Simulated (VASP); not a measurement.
Input of a VASP 6.6.1 run:

The input INCAR:

```
PREC = Accurate
ENCUT = 520
EDIFF = 1E-6
ISMEAR = -1
SIGMA = 0.05
LREAL = False
LASPH = True
NELM = 150
ALGO = Normal
ISIF = 2
LWAVE = False
LCHARG = True
LNONCOLLINEAR = True
MAGMOM = 0 0 0 0 0 0
LORBIT = 11
LSORBIT = True
GGA_COMPAT = False
LORBMOM = True
GGA = PE
ALDAC = 0.0
AGGAC = 0.0
LVHAR = True
NBANDS = 33
```

Contents of KPOINTS:

```
Automatic mesh
0
Gamma
  5 5 5
```

Contents of POSCAR:

```
BiTe
1.0
    0.0000000000      3.2775706714      3.2775706714
    3.2775706714      0.0000000000      3.2775706714
    3.2775706714      3.2775706714      0.0000000000
Bi Te
1 1
Direct
    0.0000000000      0.0000000000      0.0000000000
    0.5000000000      0.5000000000      0.5000000000
```

Potentials or basis: VASP PAW PBE potentials, release 64 (Bi_d, Te).

Launch:

```console
$ cat potpaw_PBE.64/Bi_d/POTCAR potpaw_PBE.64/Te/POTCAR > POTCAR
$ mpirun -np 1 vasp_ncl > vasp.out
```

(1) Predict the pressure.

(2) Predict the net moment.

Results:

(1) 8.7 GPa.

(2) 0.00 μB per cell.

Caveat: the cell stands under pressure.
